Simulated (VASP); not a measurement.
Crystal: Au.

```xyz
1
Lattice="0.0000 2.0485 2.0485 2.0485 0.0000 2.0485 2.0485 2.0485 0.0000" Properties=species:S:1:pos:R:3 pbc="T T T"
Au    0.0000    0.0000    0.0000
```

Base run:

* Program: VASP 6.6.1
* Functional: RPBE
* Potentials or basis: VASP PAW PBE potentials, release 64 (Au)
* Cutoff: 520 eV
* k mesh: 11 × 11 × 11
* Occupations: fermi-dirac, width 0.05 eV
* Spin: no spin polarisation

Its results: pressure 10.7 GPa.

Question: After a change of settings the same cell gave: pressure 15.6 GPa. Which change was it?
A. functional from RPBE to B3LYP; k mesh from 11 × 11 × 11 to 6 × 6 × 6
B. functional from RPBE to PBE; dispersion from none to D4
C. functional from RPBE to BLYP; dispersion from none to D4
D. functional from RPBE to PBEsol; further incar settings from ALGO = Normal; EDIFF = 1e-06; NBANDS = 12 to ALGO = Fast; EDIFF = 1e-07; NBANDS = 12

Answer: A.

Caveats: some runs use coarse meshes; the PAW data sets were made with another functional, which shifts forces and pressure a little.
